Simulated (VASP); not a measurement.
# YRuW3 (Pm-3m) in VASP: notebook

Runs on YRuW3. Level: PBE. Tasks: single point, relaxation of cell and atoms.

Program: VASP 6.6.1. These are calculated values, not measurements. Logs are shortened: lines on timing, memory, paths and dates and some standing lists are left out, and cuts for length are marked.

## (1) The cell of the first run

Symmetry: Pm-3m, No. 221, cubic system. Conventional cell: a = 4.365 Å, b = 4.365 Å, c = 4.365 Å, α = 90.00°, β = 90.00°, γ = 90.00°. Within 4.1 Å of Y (site symmetry m-3m) lie 12 W at 3.09 Å and 8 Ru at 3.78 Å. Ru (site symmetry m-3m) has 6 W at 2.18 Å within 2.9 Å. Within 2.9 Å of W (site symmetry 4/mmm) lie 2 Ru at 2.18 Å.

## (2) Single point, PBE

INCAR reads:

```
SYSTEM = YRuW3
PREC     = Accurate       ! precision mode
ENCUT    = 520            ! plane-wave cutoff, eV
EDIFF    = 1E-6           ! SCF threshold, eV
ISMEAR   = 0              ! smearing method
SIGMA    = 0.1            ! smearing width, eV
LREAL    = .False.        ! projectors in reciprocal space
LASPH    = .True.         ! aspherical terms in the spheres
NELM     = 60             ! most SCF steps
ALGO     = Normal         ! electronic algorithm
ISIF     = 2              ! what is computed and relaxed
LWAVE    = .False.        ! write WAVECAR
LCHARG   = .False.        ! write CHGCAR
GGA      = PE             ! functional
NBANDS   = 42             ! bands
```

KPOINTS reads:

```
Automatic mesh
0
Gamma
  4 4 4
  0 0 0
```

POSCAR reads:

```
YRuW3
1.0
    4.3647816922      0.0000000000      0.0000000000
    0.0000000000      4.3647816922      0.0000000000
    0.0000000000      0.0000000000      4.3647816922
Y Ru W
1 1 3
Direct
    0.0000000000      0.0000000000      0.0000000000
    0.5000000000      0.5000000000      0.5000000000
    0.0000000000      0.5000000000      0.5000000000
    0.5000000000      0.0000000000      0.5000000000
    0.5000000000      0.5000000000      0.0000000000
```

Potentials or basis: VASP PAW PBE potentials, release 64 (Y_sv, Ru_pv, W_sv).

Run with:

```bash
$ cat potpaw_PBE.64/Y_sv/POTCAR potpaw_PBE.64/Ru_pv/POTCAR potpaw_PBE.64/W_sv/POTCAR > POTCAR
$ mpirun -np 1 vasp_std > vasp.out
```

OUTCAR:

```text
SYSTEM = YRuW3
   PREC = Accurate
   ENCUT = 520
   EDIFF = 1E-6
   ISMEAR = 0
   LREAL = .False.
   LASPH = .True.
   NELM = 60
   ISIF = 2
   GGA = PE

 ion  position               nearest neighbor table
   1  0.000  0.000  0.000-   3 3.09   4 3.09   5 3.09   3 3.09   4 3.09   3 3.09   5 3.09   3 3.09
                             4 3.09   5 3.09   4 3.09   5 3.09   2 3.78   2 3.78   2 3.78   2 3.78
   2  0.500  0.500  0.500-   3 2.18   4 2.18   5 2.18   5 2.18   4 2.18   3 2.18   1 3.78   1 3.78
                             1 3.78   1 3.78   1 3.78   1 3.78   1 3.78   1 3.78
   3  0.000  0.500  0.500-   2 2.18   2 2.18   4 3.09   5 3.09   1 3.09   5 3.09   1 3.09   4 3.09
                             1 3.09   1 3.09   4 3.09   5 3.09   5 3.09   4 3.09
   4  0.500  0.000  0.500-   2 2.18   2 2.18   3 3.09   5 3.09   1 3.09   5 3.09   1 3.09   3 3.09
                             5 3.09   5 3.09   1 3.09   3 3.09   1 3.09   3 3.09
   5  0.500  0.500  0.000-   2 2.18   2 2.18   3 3.09   4 3.09   1 3.09   3 3.09   4 3.09   1 3.09
                             4 3.09   4 3.09   1 3.09   3 3.09   3 3.09   1 3.09

  LATTYP: Found a simple cubic cell.
 ALAT       =     4.3647816922

  Lattice vectors:

 A1 = (   4.3647816922,   0.0000000000,   0.0000000000)
 A2 = (   0.0000000000,   4.3647816922,   0.0000000000)
 A3 = (   0.0000000000,   0.0000000000,   4.3647816922)

Analysis of symmetry for initial positions (statically):
=====================================================================
 Subroutine PRICEL returns:
 Original cell was already a primitive cell.

 Routine SETGRP: Setting up the symmetry group for a
 simple cubic supercell.

 Subroutine GETGRP returns: Found 48 space group operations
 (whereof 48 operations were pure point group operations)
 out of a pool of 48 trial point group operations.

The static configuration has the point symmetry O_h .

Analysis of symmetry for dynamics (positions and initial velocities):
=====================================================================
 Subroutine PRICEL returns:
 Original cell was already a primitive cell.

 Routine SETGRP: Setting up the symmetry group for a
 simple cubic supercell.

 Subroutine GETGRP returns: Found 48 space group operations
 (whereof 48 operations were pure point group operations)
 out of a pool of 48 trial point group operations.

The dynamic configuration has the point symmetry O_h .

 Subroutine INISYM returns: Found 48 space group operations
 (whereof 48 operations are pure point group operations),
 and found     1 'primitive' translations

----------------------------------------------------------------------------------------

                                     Primitive cell

  volume of cell :      83.1548

  direct lattice vectors                    reciprocal lattice vectors
     4.364781692  0.000000000  0.000000000     0.229106533  0.000000000  0.000000000
     0.000000000  4.364781692  0.000000000     0.000000000  0.229106533  0.000000000
     0.000000000  0.000000000  4.364781692     0.000000000  0.000000000  0.229106533

  length of vectors
     4.364781692  4.364781692  4.364781692     0.229106533  0.229106533  0.229106533

  position of ions in fractional coordinates (direct lattice)
     0.000000000  0.000000000  0.000000000
     0.500000000  0.500000000  0.500000000
     0.000000000  0.500000000  0.500000000
     0.500000000  0.000000000  0.500000000
     0.500000000  0.500000000  0.000000000

  ion indices of the primitive-cell ions
   primitive index   ion index
                 1           1
                 2           2
                 3           3
                 4           4
                 5           5

----------------------------------------------------------------------------------------

 KPOINTS: Automatic mesh

Automatic generation of k-mesh.
 Grid dimensions read from file:
 generate k-points for:    4    4    4

 Generating k-lattice:

  Cartesian coordinates                     Fractional coordinates (reciprocal lattice)
     0.057276633  0.000000000  0.000000000     0.250000000  0.000000000  0.000000000
     0.000000000  0.057276633  0.000000000     0.000000000  0.250000000  0.000000000
     0.000000000  0.000000000  0.057276633     0.000000000  0.000000000  0.250000000

  Length of vectors
     0.057276633  0.057276633  0.057276633

  Shift w.r.t. Gamma in fractional coordinates (k-lattice)
     0.000000000  0.000000000  0.000000000

 Subroutine IBZKPT returns following result:
 ===========================================

 Found     10 irreducible k-points:

 Following reciprocal coordinates:
            Coordinates               Weight
  0.000000  0.000000  0.000000      1.000000
  0.250000  0.000000  0.000000      6.000000
  0.500000  0.000000  0.000000      3.000000
  0.250000  0.250000  0.000000     12.000000
  0.500000  0.250000  0.000000     12.000000
  0.500000  0.500000  0.000000      3.000000
  0.250000  0.250000  0.250000      8.000000
  0.500000  0.250000  0.250000     12.000000
  0.500000  0.500000  0.250000      6.000000
  0.500000  0.500000  0.500000      1.000000
   k-points           NKPTS =     10   k-points in BZ     NKDIM =     10   number of bands    NBANDS=     42
   number of dos      NEDOS =    301   number of ions     NIONS =      5
   total plane-waves  NPLWV =  32768
   dimension x,y,z NGX =    32 NGY =   32 NGZ =   32
   dimension x,y,z NGXF=    64 NGYF=   64 NGZF=   64
   ions per type =               1   1   3
   NGX,Y,Z   is equivalent  to a cutoff of  12.19, 12.19, 12.19 a.u.
   NGXF,Y,Z  is equivalent  to a cutoff of  24.38, 24.38, 24.38 a.u.
 SYSTEM =  YRuW3
   PREC   = accura    normal or accurate (medium, high low for compatibility)
   ISTART =      0    job   : 0-new  1-cont  2-samecut
   ICHARG =      2    charge: 1-file 2-atom 10-const
   ISPIN  =      1    spin polarized calculation?
   LNONCOLLINEAR =      F non collinear calculations
   LSORBIT =      F    spin-orbit coupling
   LASPH  =      T    aspherical Exc in radial PAW
   ENCUT  =  520.0 eV  38.22 Ry    6.18 a.u.   8.12  8.12  8.12*2*pi/ulx,y,z
   NELM   =     60;   NELMIN=  2; NELMDL= -5     # of ELM steps
   EDIFF  = 0.1E-05   stopping-criterion for ELM
   LREAL  =      F    real-space projection
   EDIFFG = 0.1E-04   stopping-criterion for IOM
   NSW    =      0    number of steps for IOM
   IBRION =     -1    ionic relax: 0-MD 1-quasi-New 2-CG
   NFREE  =      0    steps in history (QN), initial steepest desc. (CG)
   ISIF   =      2    stress and relaxation
   ISYM   =      2    0-nonsym 1-usesym 2-fastsym
   POTIM  = 0.5000    time-step for ionic-motion
   TEBEG  =    0.0;   TEEND  =   0.0 temperature during run
   PSTRESS=    0.0 pullay stress
   NELECT =      67.0000    total number of electrons
   NUPDOWN=      -1.0000    fix difference up-down
   EMIN   =  10.00;   EMAX   =-10.00  energy-range for DOS
   EFERMI =   0.00;   METHOD = LEGACY
   ISMEAR =     0;   SIGMA  =   0.10  broadening in eV -4-tet -1-fermi 0-gaus
   EFERMI_NEDOS =   21; number of points for ismear=-14 and -15
   IALGO  =     38    algorithm
   IMIX   =      4    mixing-type and parameters
     AMIX     =   0.40;   BMIX     =  1.00
     AMIX_MAG =   1.60;   BMIX_MAG =  1.00
  volume/ion in A,a.u.               =      16.63       112.23
  Fermi-wavevector in a.u.,A,eV,Ry     =   1.523365  2.878742 31.574227  2.320640
  Thomas-Fermi vector in A             =   2.631818
   LORBIT       =      0    0 simple, 1 ext, 2 COOP (PROOUT), +10 PAW based schemes
   GGA     = PE    functional components
   LHFCALC =     F    Hartree Fock is set to
   AEXX    =    0.0000 exact exchange contribution
   IVDW    =     0    specifies the selected vdW correction
   LEPSILON=     F    determine dielectric tensor
   LRPA    =     F    only Hartree local field effects (RPA)
 non-spin polarized calculation
 Gauss-broadening in eV      SIGMA  =   0.10
  energy-cutoff  :      520.00
  volume of cell :       83.15
 maximum number of plane-waves:      2272
   NGX = 17   NGY = 17   NGZ = 17

 number of electron      67.0000022 magnetization

 Free energy of the ion-electron system (eV)
  ---------------------------------------------------
  ext. energy  EPLUGINS =         0.00000000
  ---------------------------------------------------
  free energy    TOTEN  =       -42.85095851 eV

  energy without entropy =      -42.81443440  energy(sigma->0) =      -42.83269645

 E-fermi :  10.0660     XC(G=0): -12.8783

 val. band max:       10.0335924707   @ k =   0.2500   0.2500   0.2500
 cond. band min:      10.0862723756   @ k =   0.5000   0.2500   0.2500
 fundamental gap:      0.0526799049
 Fermi energy:        10.0659847736

 k-point     1 :       0.0000    0.0000    0.0000
  band No.  band energies     occupation
      1     -63.8527      2.00000
      2     -63.8275      2.00000
      3     -63.8275      2.00000
      4     -35.2340      2.00000
      5     -35.2340      2.00000
      6     -35.2340      2.00000
[... 34 lines left out ...]
     41      13.4451      0.00000
     42      13.9119      0.00000

 k-point     2 :       0.2500    0.0000    0.0000
  band No.  band energies     occupation
      1     -63.8515      2.00000
      2     -63.8346      2.00000
      3     -63.8276      2.00000
      4     -35.2306      2.00000
      5     -35.2306      2.00000
      6     -34.9901      2.00000
[... 34 lines left out ...]
     41      13.5455      0.00000
     42      13.5616      0.00000

 k-point     3 :       0.5000    0.0000    0.0000
  band No.  band energies     occupation
      1     -63.8476      2.00000
      2     -63.8443      2.00000
      3     -63.8275      2.00000
      4     -35.2272      2.00000
      5     -35.2272      2.00000
      6     -34.7173      2.00000
[... 34 lines left out ...]
     41      13.1973      0.00000
     42      13.4133      0.00000

 k-point     4 :       0.2500    0.2500    0.0000
  band No.  band energies     occupation
      1     -63.8507      2.00000
      2     -63.8376      2.00000
      3     -63.8311      2.00000
      4     -35.2272      2.00000
      5     -34.9880      2.00000
      6     -34.9854      2.00000
[... 34 lines left out ...]
     41      13.5728      0.00000
     42      14.1645      0.00000

 k-point     5 :       0.5000    0.2500    0.0000
  band No.  band energies     occupation
      1     -63.8476      2.00000
      2     -63.8454      2.00000
      3     -63.8322      2.00000
      4     -35.2238      2.00000
      5     -34.9832      2.00000
      6     -34.7138      2.00000
[... 34 lines left out ...]
     41      12.8017      0.00000
     42      13.9295      0.00000

 k-point     6 :       0.5000    0.5000    0.0000
  band No.  band energies     occupation
      1     -63.8475      2.00000
      2     -63.8475      2.00000
      3     -63.8358      2.00000
      4     -35.2204      2.00000
      5     -34.7103      2.00000
      6     -34.7103      2.00000
[... 34 lines left out ...]
     41      11.7488      0.00000
     42      13.7594      0.00000

 k-point     7 :       0.2500    0.2500    0.2500
  band No.  band energies     occupation
      1     -63.8501      2.00000
      2     -63.8375      2.00000
      3     -63.8375      2.00000
      4     -34.9858      2.00000
      5     -34.9820      2.00000
      6     -34.9820      2.00000
[... 34 lines left out ...]
     41      13.0707      0.00000
     42      13.5896      0.00000

 k-point     8 :       0.5000    0.2500    0.2500
  band No.  band energies     occupation
      1     -63.8475      2.00000
      2     -63.8459      2.00000
      3     -63.8375      2.00000
      4     -34.9811      2.00000
      5     -34.9786      2.00000
      6     -34.7103      2.00000
[... 34 lines left out ...]
     41      12.8116      0.00000
     42      13.1052      0.00000

 k-point     9 :       0.5000    0.5000    0.2500
  band No.  band energies     occupation
      1     -63.8475      2.00000
      2     -63.8475      2.00000
      3     -63.8417      2.00000
      4     -34.9764      2.00000
      5     -34.7068      2.00000
      6     -34.7068      2.00000
[... 34 lines left out ...]
     41      12.0345      0.00000
     42      13.6003      0.00000

 k-point    10 :       0.5000    0.5000    0.5000
  band No.  band energies     occupation
      1     -63.8476      2.00000
      2     -63.8476      2.00000
      3     -63.8476      2.00000
      4     -34.7034      2.00000
      5     -34.7034      2.00000
      6     -34.7034      2.00000
[... 34 lines left out ...]
     41      12.8782      0.00000
     42      12.8782      0.00000

------------------------ aborting loop because EDIFF is reached ----------------------------------------

  FORCE on cell =-STRESS in cart. coord.  units (eV):
  Direction    XX          YY          ZZ          XY          YZ          ZX
  --------------------------------------------------------------------------------------
  -------------------------------------------------------------------------------------
  Total       37.7068862     37.7068862     37.7068862      0.0000000      0.0000000      0.0000000
  in kB      726.5134704    726.5134704    726.5134704      0.0000000      0.0000000      0.0000000
  external PRESSURE =     726.5134704 kB  Pullay stress =       0.0000000 kB

 VOLUME and BASIS-vectors are now :
 -----------------------------------------------------------------------------
  energy-cutoff  :      520.00
  volume of cell :       83.15
      direct lattice vectors                 reciprocal lattice vectors
     4.364781692  0.000000000  0.000000000     0.229106533  0.000000000  0.000000000
     0.000000000  4.364781692  0.000000000     0.000000000  0.229106533  0.000000000
     0.000000000  0.000000000  4.364781692     0.000000000  0.000000000  0.229106533

 POSITION                                       TOTAL-FORCE (eV/Angst)
 -----------------------------------------------------------------------------------
      0.00000      0.00000      0.00000         0.000000      0.000000      0.000000
      2.18239      2.18239      2.18239         0.000000      0.000000      0.000000
      0.00000      2.18239      2.18239         0.000000      0.000000      0.000000
      2.18239      0.00000      2.18239         0.000000      0.000000      0.000000
      2.18239      2.18239      0.00000         0.000000      0.000000      0.000000
 -----------------------------------------------------------------------------------
    total drift:                                0.000000     -0.000000     -0.000000

  FREE ENERGIE OF THE ION-ELECTRON SYSTEM (eV)
  ---------------------------------------------------
  free  energy   TOTEN  =       -42.8509585087 eV

  energy  without entropy=      -42.8144343995  energy(sigma->0) =      -42.83269645
```

It took 57 s on 1 thread of Oxide Virtual Turin-like, shared host; peak memory 0.17 GiB.

What came out:

- Free energy: -42.8510 eV
- Pressure: 72.7 GPa
- Band gap on the k mesh: zero (an odd number of electrons rules out a gap without spin polarisation)

Levels at points of the mesh, in eV from the Fermi level:
```tsv
k point	band 31	band 32	band 33	band 34	band 35	band 36
(0.00, 0.00, 0.00)	-1.12	1.84	1.84	1.84	3.13	3.13
(0.50, 0.00, 0.00)	-1.75	-0.22	0.02	0.02	0.33	0.99
(0.50, 0.50, 0.00)	-1.62	-1.25	-0.39	0.08	0.08	0.11
(0.50, 0.50, 0.50)	-1.65	-0.48	-0.48	-0.48	-0.07	0.30
```

Caveat: the cell stands under pressure; spin-orbit coupling is left out, which moves the levels of the heavy elements.

(Continued in part 2 of 2.)
